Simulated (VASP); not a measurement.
Here is a VASP 6.6.1 calculation.

The input POSCAR:

```
Mg
1.0
    2.8688001604      0.0000000000      0.0000000000
    0.0000000000      2.8688001604      0.0000000000
    0.0000000000      0.0000000000      2.8688001604
Mg
1
Direct
    0.0000000000      0.0000000000      0.0000000000
```

The input INCAR.step1:

```
SYSTEM = Mg
PREC = Accurate
ENCUT = 520
ISMEAR = -1
SIGMA = 0.1
LREAL = .FALSE.
LASPH = .TRUE.
NELM = 80
NBANDS = 7
GGA = PE
ALGO = Normal
EDIFF = 1E-4
LWAVE = .TRUE.
LCHARG = .FALSE.
```

File INCAR.step2:

```
SYSTEM = Mg
PREC = Accurate
ENCUT = 520
EDIFF = 1E-7
ISMEAR = -1
SIGMA = 0.1
LREAL = .FALSE.
LASPH = .TRUE.
NELM = 80
ALGO = Normal
ISIF = 2
LWAVE = .FALSE.
LCHARG = .FALSE.
METAGGA = R2SCAN
LMIXTAU = .TRUE.
NBANDS = 7
ISTART = 1
```

Contents of KPOINTS:

```
regular mesh
0
G
  12 12 12
  0 0 0
```

Potentials or basis: VASP PAW PBE potentials, release 64 (Mg).

Command:

```sh
$ cat potpaw_PBE.64/Mg/POTCAR > POTCAR
$ cp INCAR.step1 INCAR
$ mpirun -np 1 vasp_std > vasp.out
$ cp INCAR.step2 INCAR
$ mpirun -np 1 vasp_std > vasp.out
```

(1) What does it give for the pressure?

(2) Predict the band gap on the k mesh.

## Answers

(1) 3.9 GPa.

(2) zero (bands 1 and 2 overlap by 8.03 eV).

Caveat: the cell stands under pressure; the PAW data sets were made with another functional, which shifts forces and pressure a little.
